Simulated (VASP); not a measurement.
Input of a VASP 6.6.1 run:

POSCAR

```
Ta2N
1.0
    3.0595557089      0.0000000000      0.0000000000
   -1.5297778545      2.6496529682      0.0000000000
    0.0000000000      0.0000000000      4.8888940279
Ta N
2 1
Direct
    0.3333333333      0.6666666667      0.2577405584
    0.6666666667      0.3333333333      0.7422594416
    0.0000000000      0.0000000000      0.0000000000
```

INCAR.step1

```
SYSTEM = Ta2N
  PREC = Accurate
  ENCUT = 520
  ISMEAR = -1
  SIGMA = 0.05
  LREAL = .False.
  LASPH = .True.
  NELM = 60
  NBANDS = 20
  GGA = PE
  ALGO = Normal
  EDIFF = 1E-4
  LWAVE = .True.
  LCHARG = .False.
```

The input INCAR.step2:

```
SYSTEM = Ta2N
  PREC = Accurate
  ENCUT = 520
  EDIFF = 1E-6
  ISMEAR = -1
  SIGMA = 0.05
  LREAL = .False.
  LASPH = .True.
  NELM = 60
  ALGO = Normal
  ISIF = 2
  LWAVE = .False.
  LCHARG = .False.
  METAGGA = R2SCAN
  LMIXTAU = .True.
  IVDW = 12
  VDW_S6 = 1.0
  VDW_S8 = 0.78981345
  VDW_A1 = 0.49484001
  VDW_A2 = 5.73083694
  NBANDS = 20
  ISTART = 1
```

KPOINTS

```
regular mesh
0
Gamma
  10 10 6
  0 0 0
```

Potentials or basis: VASP PAW PBE potentials, release 64 (Ta_pv, N).

Run with:

```bash
$ cat potpaw_PBE.64/Ta_pv/POTCAR potpaw_PBE.64/N/POTCAR > POTCAR
$ cp INCAR.step1 INCAR
$ mpirun -np 1 vasp_std > vasp.out
$ cp INCAR.step2 INCAR
$ mpirun -np 1 vasp_std > vasp.out
```

Question: What does it give for the dispersion energy per atom?

Answer: -0.250 eV.

Question: What does it give for the largest force?

Answer: 0.076 eV/Å.

Question: Predict the band gap on the k mesh.

Answer: Zero (an odd number of electrons rules out a gap without spin polarisation).

Forces on the atoms (eV/Å):
```
Ta   0.000  0.000  0.076
Ta   0.000  0.000 -0.076
N    0.000  0.000  0.000
```

Caveat: the PAW data sets were made with another functional, which shifts forces and pressure a little; spin-orbit coupling is left out, which moves the levels of the heavy elements.
